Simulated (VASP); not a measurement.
Here is a VASP 6.6.1 calculation.

Contents of INCAR:

```
PREC = Accurate ; ENCUT = 520
EDIFF = 1E-7 ; ISMEAR = 0
SIGMA = 0.02 ; LREAL = False
LASPH = True ; NELM = 150
ALGO = Normal ; ISIF = 2
LWAVE = False ; LCHARG = False
LMAXMIX = 4 ; LDAU = True
LDAUTYPE = 2 ; LDAUL = -1 2 -1
LDAUU = 0 4 0 ; LDAUJ = 0 0 0
LDAUPRINT = 1 ; GGA = PE
NBANDS = 28
```

KPOINTS

```
regular mesh
0
Gamma
  8 8 8
```

The input POSCAR:

```
SrTiO3
1.0
    3.7824478287      0.0000000000      0.0000000000
    0.0000000000      3.7824478287      0.0000000000
    0.0000000000      0.0000000000      3.7824478287
Sr Ti O
1 1 3
Direct
    0.5000000000      0.5000000000      0.5000000000
    0.0000000000      0.0000000000      0.0000000000
    0.5000000000      0.0000000000      0.0000000000
    0.0000000000      0.5000000000      0.0000000000
    0.0000000000      0.0000000000      0.5000000000
```

Potentials or basis: VASP PAW PBE potentials, release 64 (Sr_sv, Ti_sv, O).

The run is started by

```console
$ cat potpaw_PBE.64/Sr_sv/POTCAR potpaw_PBE.64/Ti_sv/POTCAR potpaw_PBE.64/O/POTCAR > POTCAR
$ mpirun -np 1 vasp_std > vasp.out
```

Estimate the pressure.

32.4 GPa.

Estimate the band gap on the k mesh.

2.58 eV (least direct gap 2.94 eV).

Eigenvalues of the final occupation matrices:
| site | spin | trace | eigenvalues |
| --- | --- | --- | --- |
| site 2 d | 1 | 0.89 | 0.11 0.11 0.11 0.28 0.28 |
| site 2 d | 2 | 0.89 | 0.11 0.11 0.11 0.28 0.28 |

Caveat: the cell stands under pressure. A k mesh can miss the band edges.
